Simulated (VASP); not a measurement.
Crystal: SnSe.

```
Sn Se
1.0
    11.81196    0.00000    0.00000
     0.00000    4.20798    0.00000
     0.00000    0.00000    4.55862
Sn Se
4 4
Direct
  0.62098 0.71703 0.36428
  0.87974 0.22421 0.86942
  0.37902 0.28297 0.63572
  0.12026 0.77579 0.13058
  0.14400 0.28948 0.54134
  0.64426 0.20393 0.95203
  0.35574 0.79607 0.04797
  0.85600 0.71052 0.45866
```

Base run:

| Quantity | Value |
| --- | --- |
| Program | VASP 6.6.1 |
| Functional | PBE |
| Potentials or basis | VASP PAW PBE potentials, release 64 (Sn_d, Se) |
| Cutoff | 500 eV |
| k mesh | 1 × 2 × 2, shifted |
| Occupations | fermi-dirac, width 0.01 eV |
| Spin | no spin polarisation |

Its results: band gap on the k mesh 1.33 eV (least direct gap 1.53 eV); pressure -0.2 GPa; largest force 0.180 eV/Å.

The run is repeated on the same cell with these changes: functional from PBE to LDA; potentials or basis from VASP PAW PBE potentials, release 64 (Sn_d, Se) to VASP PAW LDA potentials, release 64 (Sn_d, Se). What comes out?

Band gap on the k mesh 1.27 eV (least direct gap 1.46 eV); pressure -4.1 GPa; largest force 0.242 eV/Å.

Caveats: spin-orbit coupling is left out, which moves the levels of the heavy elements; a shifted mesh leaves out Γ, where band edges can lie; the cell stands under tension (at least some runs).

A k mesh can miss the band edges.
